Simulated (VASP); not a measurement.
# Ga3Se (Cmmm) in VASP: further runs

Ga3Se is run at these levels: PBE+D3(BJ); tasks: single point.

All numbers are computed with VASP 6.6.1; they aren't measurements. Logs are shortened: lines on timing, memory, paths and dates and some standing lists are left out, and cuts for length are marked.

## (1) The cell of the first run

Symmetry: Cmmm, No. 65, orthorhombic system. The conventional cell has a = 5.931 Å, b = 6.298 Å, c = 4.324 Å, α = 90.00°, β = 90.00°, γ = 90.00°. Ga (site symmetry 2/m) has 8 Ga at 2.97 to 3.15 Å and 4 Se at 3.06 Å within 3.9 Å. Within 3.9 Å of Ga (site symmetry mmm) lie 4 Se at 2.97 to 3.15 Å and 8 Ga at 3.06 Å. Se (site symmetry mmm) has 12 Ga at 2.97 to 3.15 Å within 3.9 Å.

## (2) Single point, PBE+D3(BJ) (strain -0.0600 x Voigt [0, 0, 0, 0, 0, 1])

File INCAR:

```
ALGO     = Normal         # electronic algorithm
EDIFF    = 1E-6           # SCF threshold, eV
ENCUT    = 520            # plane-wave cutoff, eV
GGA      = PE             # functional
ISIF     = 2              # what is computed and relaxed
ISMEAR   = 0              # smearing method
IVDW     = 12             # dispersion correction
LASPH    = True           # aspherical terms in the spheres
LCHARG   = False          # write CHGCAR
LREAL    = False          # projectors in reciprocal space
LWAVE    = False          # write WAVECAR
NBANDS   = 30             # bands
NELM     = 60             # most SCF steps
PREC     = Accurate       # precision mode
SIGMA    = 0.15           # smearing width, eV
```

File KPOINTS:

```
k-points
0
Gamma
  12 12 12
```

File POSCAR:

```
Ga3Se
1.0
    4.3236103161     -0.1297083095      0.0000000000
   -0.1297083095      4.3236103161      0.0000000000
    0.0000000000      0.0000000000      4.3236103161
Ga Se
3 1
Direct
    0.0000000000      0.5000000000      0.5000000000
    0.5000000000      0.0000000000      0.5000000000
    0.5000000000      0.5000000000      0.0000000000
    0.0000000000      0.0000000000      0.0000000000
```

Potentials or basis: VASP PAW PBE potentials, release 64 (Ga_d, Se).

On the command line:

```
$ cat potpaw_PBE.64/Ga_d/POTCAR potpaw_PBE.64/Se/POTCAR > POTCAR
$ mpirun -np 1 vasp_std > vasp.out
```

OUTCAR:

```text
EDIFF = 1E-6
   ENCUT = 520
   GGA = PE
   ISIF = 2
   ISMEAR = 0
   IVDW = 12
   LASPH = True
   LREAL = False
   NELM = 60
   PREC = Accurate
 IVDW          = 12

 ion  position               nearest neighbor table
   1  0.000  0.500  0.500-
   2  0.500  0.000  0.500-
   3  0.500  0.500  0.000-
   4  0.000  0.000  0.000-

  LATTYP: Found a base centered orthorhombic cell.
 ALAT       =     5.9310730970
 B/A-ratio  =     1.0618556701
 C/A-ratio  =     0.7289760631

  Lattice vectors:

 A1 = (   4.3236103161,  -0.1297083095,   0.0000000000)
 A2 = (  -0.1297083095,   4.3236103161,   0.0000000000)
 A3 = (   0.0000000000,   0.0000000000,   4.3236103161)

Analysis of symmetry for initial positions (statically):
=====================================================================
 Subroutine PRICEL returns:
 Original cell was already a primitive cell.

 Routine SETGRP: Setting up the symmetry group for a
 base centered orthorhombic supercell.

 Subroutine GETGRP returns: Found  8 space group operations
 (whereof  8 operations were pure point group operations)
 out of a pool of  8 trial point group operations.

The static configuration has the point symmetry D_2h.

Analysis of symmetry for dynamics (positions and initial velocities):
=====================================================================
 Subroutine PRICEL returns:
 Original cell was already a primitive cell.

 Routine SETGRP: Setting up the symmetry group for a
 base centered orthorhombic supercell.

 Subroutine GETGRP returns: Found  8 space group operations
 (whereof  8 operations were pure point group operations)
 out of a pool of  8 trial point group operations.

The dynamic configuration has the point symmetry D_2h.

 Subroutine INISYM returns: Found  8 space group operations
 (whereof  8 operations are pure point group operations),
 and found     1 'primitive' translations

----------------------------------------------------------------------------------------

                                     Primitive cell

  volume of cell :      80.7511

  direct lattice vectors                    reciprocal lattice vectors
     4.323610316 -0.129708310  0.000000000     0.231496536  0.006944896  0.000000000
    -0.129708310  4.323610316  0.000000000     0.006944896  0.231496536  0.000000000
     0.000000000  0.000000000  4.323610316     0.000000000  0.000000000  0.231288189

  length of vectors
     4.325555503  4.325555503  4.323610316     0.231600686  0.231600686  0.231288189

  position of ions in fractional coordinates (direct lattice)
     0.000000000  0.500000000  0.500000000
     0.500000000  0.000000000  0.500000000
     0.500000000  0.500000000  0.000000000
     0.000000000  0.000000000  0.000000000

  ion indices of the primitive-cell ions
   primitive index   ion index
                 1           1
                 2           2
                 3           3
                 4           4

----------------------------------------------------------------------------------------

 KPOINTS: k-points

Automatic generation of k-mesh.
 Grid dimensions read from file:
 generate k-points for:   12   12   12

 Generating k-lattice:

  Cartesian coordinates                     Fractional coordinates (reciprocal lattice)
     0.019291378  0.000578741  0.000000000     0.083333333  0.000000000  0.000000000
     0.000578741  0.019291378  0.000000000     0.000000000  0.083333333  0.000000000
     0.000000000  0.000000000  0.019274016     0.000000000  0.000000000  0.083333333

  Length of vectors
     0.019300057  0.019300057  0.019274016

  Shift w.r.t. Gamma in fractional coordinates (k-lattice)
     0.000000000  0.000000000  0.000000000

 Subroutine IBZKPT returns following result:
 ===========================================

 Found    301 irreducible k-points:

 Following reciprocal coordinates:
            Coordinates               Weight
  0.000000  0.000000  0.000000      1.000000
  0.083333  0.000000  0.000000      4.000000
  0.166667  0.000000  0.000000      4.000000
  0.250000  0.000000  0.000000      4.000000
  0.333333 -0.000000  0.000000      4.000000
  0.416667  0.000000  0.000000      4.000000
[... 16 lines left out ...]
  0.500000  0.166667  0.000000      4.000000
 -0.416667  0.166667  0.000000      4.000000
 [... further k-points ...]
   k-points           NKPTS =    301   k-points in BZ     NKDIM =    301   number of bands    NBANDS=     30
   number of dos      NEDOS =    301   number of ions     NIONS =      4
   total plane-waves  NPLWV =  32768
   dimension x,y,z NGX =    32 NGY =   32 NGZ =   32
   dimension x,y,z NGXF=    64 NGYF=   64 NGZF=   64
   ions per type =               3   1
   NGX,Y,Z   is equivalent  to a cutoff of  12.30, 12.30, 12.30 a.u.
   NGXF,Y,Z  is equivalent  to a cutoff of  24.60, 24.60, 24.61 a.u.
 SYSTEM =  unknown system
   PREC   = accura    normal or accurate (medium, high low for compatibility)
   ISTART =      0    job   : 0-new  1-cont  2-samecut
   ICHARG =      2    charge: 1-file 2-atom 10-const
   ISPIN  =      1    spin polarized calculation?
   LNONCOLLINEAR =      F non collinear calculations
   LSORBIT =      F    spin-orbit coupling
   LASPH  =      T    aspherical Exc in radial PAW
   ENCUT  =  520.0 eV  38.22 Ry    6.18 a.u.   8.04  8.04  8.04*2*pi/ulx,y,z
   NELM   =     60;   NELMIN=  2; NELMDL= -5     # of ELM steps
   EDIFF  = 0.1E-05   stopping-criterion for ELM
   LREAL  =      F    real-space projection
   EDIFFG = 0.1E-04   stopping-criterion for IOM
   NSW    =      0    number of steps for IOM
   IBRION =     -1    ionic relax: 0-MD 1-quasi-New 2-CG
   NFREE  =      0    steps in history (QN), initial steepest desc. (CG)
   ISIF   =      2    stress and relaxation
   ISYM   =      2    0-nonsym 1-usesym 2-fastsym
   POTIM  = 0.5000    time-step for ionic-motion
   TEBEG  =    0.0;   TEEND  =   0.0 temperature during run
   PSTRESS=    0.0 pullay stress
   NELECT =      45.0000    total number of electrons
   NUPDOWN=      -1.0000    fix difference up-down
   EMIN   =  10.00;   EMAX   =-10.00  energy-range for DOS
   EFERMI =   0.00;   METHOD = LEGACY
   ISMEAR =     0;   SIGMA  =   0.15  broadening in eV -4-tet -1-fermi 0-gaus
   EFERMI_NEDOS =   21; number of points for ismear=-14 and -15
   IALGO  =     38    algorithm
   IMIX   =      4    mixing-type and parameters
     AMIX     =   0.40;   BMIX     =  1.00
     AMIX_MAG =   1.60;   BMIX_MAG =  1.00
  volume/ion in A,a.u.               =      20.19       136.23
  Fermi-wavevector in a.u.,A,eV,Ry     =   1.347192  2.545824 24.693569  1.814926
  Thomas-Fermi vector in A             =   2.474963
   LORBIT       =      0    0 simple, 1 ext, 2 COOP (PROOUT), +10 PAW based schemes
   GGA     = PE    functional components
   LHFCALC =     F    Hartree Fock is set to
   AEXX    =    0.0000 exact exchange contribution
   IVDW    =    12    specifies the selected vdW correction
   LEPSILON=     F    determine dielectric tensor
   LRPA    =     F    only Hartree local field effects (RPA)
 non-spin polarized calculation
 Gauss-broadening in eV      SIGMA  =   0.15
  energy-cutoff  :      520.00
  volume of cell :       80.75
 maximum number of plane-waves:      2198
   NGX = 17   NGY = 17   NGZ = 17

 number of electron      45.0000066 magnetization

 Free energy of the ion-electron system (eV)
  ---------------------------------------------------
  ext. energy  EPLUGINS =         0.00000000
  ---------------------------------------------------
  free energy    TOTEN  =       -12.38177389 eV

  energy without entropy =      -12.36638445  energy(sigma->0) =      -12.37407917

 E-fermi :   5.3421     XC(G=0): -10.6298

 val. band max:        5.3393183618   @ k =  -0.1667   0.0833   0.3333
 cond. band min:       5.3447462941   @ k =  -0.4167   0.4167   0.0000
 fundamental gap:      0.0054279323
 Fermi energy:         5.3420741410

 k-point     1 :       0.0000    0.0000    0.0000
  band No.  band energies     occupation
      1      -9.7896      2.00000
      2      -9.7427      2.00000
      3      -9.7404      2.00000
      4      -9.7280      2.00000
      5      -9.6791      2.00000
      6      -9.6740      2.00000
[... 22 lines left out ...]
     29      11.3810      0.00000
     30      12.1176      0.00000

 k-point     2 :       0.0833    0.0000    0.0000
  band No.  band energies     occupation
      1      -9.7830      2.00000
      2      -9.7401      2.00000
      3      -9.7360      2.00000
      4      -9.7255      2.00000
      5      -9.6769      2.00000
      6      -9.6725      2.00000
[... 22 lines left out ...]
     29      11.6843      0.00000
     30      12.4474      0.00000

 k-point     3 :       0.1667    0.0000    0.0000
  band No.  band energies     occupation
      1      -9.7644      2.00000
      2      -9.7341      2.00000
      3      -9.7234      2.00000
      4      -9.7165      2.00000
      5      -9.6735      2.00000
      6      -9.6653      2.00000
[... 22 lines left out ...]
     29      12.3208      0.00000
     30      12.7670      0.00000

 k-point     4 :       0.2500    0.0000    0.0000
  band No.  band energies     occupation
      1      -9.7368      2.00000
      2      -9.7281      2.00000
      3      -9.7033      2.00000
      4      -9.6992      2.00000
      5      -9.6704      2.00000
      6      -9.6521      2.00000
[... 22 lines left out ...]
     29      12.6748      0.00000
     30      12.9362      0.00000

 k-point     5 :       0.3333   -0.0000    0.0000
  band No.  band energies     occupation
      1      -9.7229      2.00000
      2      -9.7048      2.00000
      3      -9.6779      2.00000
      4      -9.6756      2.00000
      5      -9.6660      2.00000
      6      -9.6359      2.00000
[... 22 lines left out ...]
     29      12.0364      0.00000
     30      12.5125      0.00000
[... 526 lines left out ...]
     29      11.0607      0.00000
     30      11.7292      0.00000

 k-point    22 :       0.4167    0.1667    0.0000
  band No.  band energies     occupation
      1      -9.7041      2.00000
      2      -9.6753      2.00000
      3      -9.6560      2.00000
      4      -9.6488      2.00000
      5      -9.6351      2.00000
      6      -9.6189      2.00000
[... 22 lines left out ...]
     29      10.9161      0.00000
     30      11.0437      0.00000

 k-point    23 :       0.5000    0.1667    0.0000
  band No.  band energies     occupation
      1      -9.7033      2.00000
      2      -9.6717      2.00000
      3      -9.6583      2.00000
      4      -9.6434      2.00000
      5      -9.6321      2.00000
      6      -9.6177      2.00000
[... 22 lines left out ...]
     29      10.5978      0.00000
     30      11.6173      0.00000

 k-point    24 :      -0.4167    0.1667    0.0000
  band No.  band energies     occupation
      1      -9.7062      2.00000
      2      -9.6911      2.00000
      3      -9.6579      2.00000
      4      -9.6518      2.00000
      5      -9.6508      2.00000
      6      -9.6218      2.00000
[... 22 lines left out ...]
     29      10.6090      0.00000
     30      10.8479      0.00000

 [... further k-points ...]

------------------------ aborting loop because EDIFF is reached ----------------------------------------

 Edisp (eV)   -1.26599

 E8    (eV) :    -0.5695

  FORCE on cell =-STRESS in cart. coord.  units (eV):
  Direction    XX          YY          ZZ          XY          YZ          ZX
  --------------------------------------------------------------------------------------
  -------------------------------------------------------------------------------------
  Total       0.11186     0.11186    -0.04016     0.30542     0.00000     0.00000
  in kB       2.21933     2.21933    -0.79678     6.05978     0.00000     0.00000
  external pressure =        1.21 kB  Pullay stress =        0.00 kB

 VOLUME and BASIS-vectors are now :
 -----------------------------------------------------------------------------
  energy-cutoff  :      520.00
  volume of cell :       80.75
      direct lattice vectors                 reciprocal lattice vectors
     4.323610316 -0.129708310  0.000000000     0.231496536  0.006944896  0.000000000
    -0.129708310  4.323610316  0.000000000     0.006944896  0.231496536  0.000000000
     0.000000000  0.000000000  4.323610316     0.000000000  0.000000000  0.231288189

 POSITION                                       TOTAL-FORCE (eV/Angst)
 -----------------------------------------------------------------------------------
     -0.06485      2.16181      2.16181        -0.000000      0.000000      0.000000
      2.16181     -0.06485      2.16181        -0.000000      0.000000      0.000000
      2.09695      2.09695      0.00000         0.000000     -0.000000      0.000000
      0.00000      0.00000      0.00000        -0.000000      0.000000      0.000000
 -----------------------------------------------------------------------------------
    total drift:                                0.000000     -0.000000     -0.000000

  FREE ENERGIE OF THE ION-ELECTRON SYSTEM (eV)
  ---------------------------------------------------
  free  energy   TOTEN  =       -13.6477664251 eV

  energy  without entropy=      -13.6323769901  energy(sigma->0) =      -13.64007171
```

Run time: 9.6 min. Hardware: 1 thread of Intel Xeon 8259CL, shared host; peak memory 0.65 GiB.

What came out:

| Item | Value |
| --- | --- |
| Free energy | -13.6478 eV |
| Pressure | 0.1 GPa |
| Band gap on the k mesh | zero (an odd number of electrons rules out a gap without spin polarisation) |
| Dispersion energy per atom | -0.316 eV |

Stress tensor (GPa, compression positive):
```
 0.22  0.61  0.00
 0.61  0.22  0.00
 0.00  0.00 -0.08
```

Caveat: the cell differs from its parent crystal (strain -0.0600 x Voigt [0, 0, 0, 0, 0, 1]).

## (3) Single point, PBE+D3(BJ) (strain +0.0450 x Voigt [0, 0, 0, 0, 0, 1])

File INCAR:

```
  ALGO = Normal
  EDIFF = 1E-7
  ENCUT = 520
  GGA = PE
  ISIF = 2
  ISMEAR = 0
  IVDW = 12
  LASPH = True
  LCHARG = True
  LELF = True
  LREAL = False
  LVHAR = True
  LWAVE = False
  NBANDS = 30
  NELM = 80
  PREC = Accurate
  SIGMA = 0.15
```

KPOINTS is that of step 2.

POSCAR: that of step 2 with these lines changed.

```diff
@@ -2,4 +2,4 @@
 1.0
-    4.3236103161     -0.1297083095      0.0000000000
-   -0.1297083095      4.3236103161      0.0000000000
+    4.3236103161      0.0972812321      0.0000000000
+    0.0972812321      4.3236103161      0.0000000000
     0.0000000000      0.0000000000      4.3236103161
```

Potentials or basis: VASP PAW PBE potentials, release 64 (Ga_d, Se).

On the command line:

```
$ cat potpaw_PBE.64/Ga_d/POTCAR potpaw_PBE.64/Se/POTCAR > POTCAR
$ mpirun -np 1 vasp_std > vasp.out
```

It took 11 min on 1 thread of Intel Xeon 8259CL, shared host; peak memory 0.65 GiB.

It converged, with:

```yaml
Free_energy: -13.6516 eV
Pressure: 0.1 GPa
Band_gap_on_the_k_mesh: zero (an odd number of electrons rules out a gap without spin polarisation)
Dispersion_energy_per_atom: -0.316 eV
```

Stress tensor (GPa, compression positive):
```
 0.18 -0.39  0.00
-0.39  0.18  0.00
 0.00  0.00  0.00
```

Levels at points of the mesh, in eV from the Fermi level:
```
           k point  band 21  band 22  band 23  band 24  band 25  band 26
(0.00, 0.00, 0.00)    -2.75    -2.73     1.32     1.69     2.03     4.28
(0.50, 0.00, 0.00)    -1.83    -1.13    -0.40    -0.39     1.04     4.26
(0.50, 0.50, 0.00)    -0.88    -0.67    -0.53     1.43     1.53     1.78
(0.00, 0.00, 0.50)    -1.90    -1.13    -0.57    -0.23     1.03     3.93
(0.50, 0.00, 0.50)    -0.89    -0.64    -0.55     1.24     1.63     1.92
(0.50, 0.50, 0.50)    -5.15    -4.90    -3.79     4.04     4.27     4.53
```

Caveat: the cell differs from its parent crystal (strain +0.0450 x Voigt [0, 0, 0, 0, 0, 1]).
